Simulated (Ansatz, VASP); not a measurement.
## One calculation of NaF, two programs

File INCAR:

```
SYSTEM = NaF
PREC = Accurate ; ENCUT = 600
EDIFF = 1E-6 ; ISMEAR = 0
SIGMA = 0.05 ; LREAL = .False.
LASPH = .True. ; NELM = 120
ALGO = Normal ; ISIF = 2
LWAVE = .False. ; LCHARG = .True.
GGA = PE ; LELF = .True.
LVHAR = .True. ; NBANDS = 14
GGA_COMPAT = .False.
```

KPOINTS

```
regular mesh
0
Gamma
  8 8 8
  0 0 0
```

The input POSCAR:

```
NaF
1.0
    0.0000000000      2.3233000000      2.3233000000
    2.3233000000      0.0000000000      2.3233000000
    2.3233000000      2.3233000000      0.0000000000
Na F
1 1
Direct
   -0.0248504399     -0.0248504399     -0.0248504399
    0.5000000000      0.5000000000      0.5000000000
```

Input for Ansatz:

```yaml
crystal:
  lattice:
    - [0.0, 2.3233, 2.3233]
    - [2.3233, 0.0, 2.3233]
    - [2.3233, 2.3233, 0.0]
  atoms:
    - { symbol: Na, position: [-0.0248504399, -0.0248504399, -0.0248504399] }
    - { symbol: F, position: [0.5, 0.5, 0.5] }
basis:
  ecutwfc: 420
kpoints:
  mp_grid: { grid: [8, 8, 8] }
hamiltonian:
  xc: pbe
scf:
  occupations: { method: gaussian, width: 0.05 }
output:
  forces: true
  stress: true
  eigenvalues: true
  write_density: true
  write_potential: true
  elf: true
  volumetric_format: npy
```

Change from the starting cell: all Na atoms moved -0.200 Å, as atom 1 along Cartesian [1 1 1].

Alike in both runs: task single point; functional PBE; k mesh 8 × 8 × 8; occupations gaussian, width 0.05 eV; no spin polarisation.

|  | VASP | Ansatz |
| --- | --- | --- |
| version | VASP 6.6.1 | Ansatz 0.2.0 |
| potentials or method | VASP PAW PBE potentials, release 64 (Na_pv, F), cutoff 600 eV | scalar-relativistic, plane waves, PAW |
| valence electrons in the cell | 14 | 16 |

```csv
,VASP,Ansatz,Ansatz less VASP
gap on the k mesh at the Fermi level (eV),6.25,6.27,+0.015
least direct gap on the mesh (eV),6.25,6.27,+0.015
pressure (GPa),2.6,2.8,+0.20
"traceless stress, the component that is largest in VASP (GPa)",-0.36,-0.35,+0.014
rms of the force components (eV/Å),0.268,0.260,-0.0085
```

Atom by atom the forces differ by 0.009 eV/Å (rms over components). With one functional, cell and mesh, what is left measures potentials, basis and numerics. VASP's potentials hold 14 valence electrons a cell and Ansatz's 16, so a difference there can come from the potentials and not from the codes.
